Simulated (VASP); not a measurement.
Write the native input for VASP 6.6.1 that does the following.

| Quantity | Value |
| --- | --- |
| Task | single point |
| Functional | PBE |
| Potentials or basis | VASP PAW PBE potentials, release 64 (Ga_d) |
| Cutoff | 520 eV |
| k mesh | 8 × 8 × 11 |
| Occupations | fermi-dirac, width 0.08 eV |
| Spin | no spin polarisation |
| Dipole correction | no |
| Further INCAR settings | ALGO = Normal; EDIFF = 1e-06; NBANDS = 26 |

The structure of Ga lies in POSCAR:

```
Ga
1.0
    4.6805226876      0.0000000000      0.0000000000
   -2.3402613438      4.0534515505      0.0000000000
    0.0000000000      0.0000000000      3.0050201095
Ga
3
Direct
    0.0000000000      0.0000000000      0.0000000000
    0.3333333333      0.6666666667      0.5000000000
    0.6666666667      0.3333333333      0.5000000000
```

This isn't the form of Ga at room conditions, which is orthorhombic.

These files were run (other wordings do the same):

INCAR

```
PREC = Accurate ; ENCUT = 520
EDIFF = 1E-6 ; ISMEAR = -1
SIGMA = 0.08 ; LREAL = False
LASPH = True ; NELM = 80
ALGO = Normal ; ISIF = 2
LWAVE = False ; LCHARG = False
GGA = PE ; NBANDS = 26
```

KPOINTS

```
Automatic mesh
0
Gamma
  8 8 11
```

Potentials or basis: VASP PAW PBE potentials, release 64 (Ga_d).

Run with:

```console
$ cat potpaw_PBE.64/Ga_d/POTCAR > POTCAR
$ mpirun -np 1 vasp_std > vasp.out
```

Results of the run:

The pressure is 0.9 GPa and the band gap on the k mesh is zero (an odd number of electrons rules out a gap without spin polarisation).

Wall time 110 s on 1 thread of Intel Xeon 8259CL (shared host), peak memory 0.21 GiB.
